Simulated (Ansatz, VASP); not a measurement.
ZnO in VASP and in Ansatz

```
CELL_PARAMETERS angstrom
3.16929 0.00000 0.00000
-1.58465 2.74469 0.00000
0.00000 0.00000 5.10458
ATOMIC_POSITIONS crystal
Zn 0.33333 0.66667 0.99765
Zn 0.66667 0.33333 0.49765
O 0.33333 0.66667 0.37735
O 0.66667 0.33333 0.87735
```

Alike in both runs: task single point; functional r2SCAN; k mesh 9 × 9 × 4; no spin polarisation.

```csv
,VASP,Ansatz
version,VASP 6.6.1,Ansatz 0.2.0
potentials or method,"VASP PAW PBE potentials, release 64 (Zn, O)","plane waves, PAW"
plane-wave cutoff (eV),520,500
occupations,"gaussian, width 0.01 eV",fixed
valence electrons in the cell,36,36
```

```csv
,VASP,Ansatz,Ansatz less VASP
gap on the k mesh at the Fermi level (eV),1.33,1.33,-0.001
pressure (GPa),12.0,10.6,-1.41
"traceless stress, the component that is largest in VASP (GPa)",0.01,-0.08,-0.095
rms of the force components (eV/Å),0.006,0.002,-0.0041
```

VASP's potentials were made for PBE, not for r2SCAN. Atom by atom the forces differ by 0.004 eV/Å (rms over components).
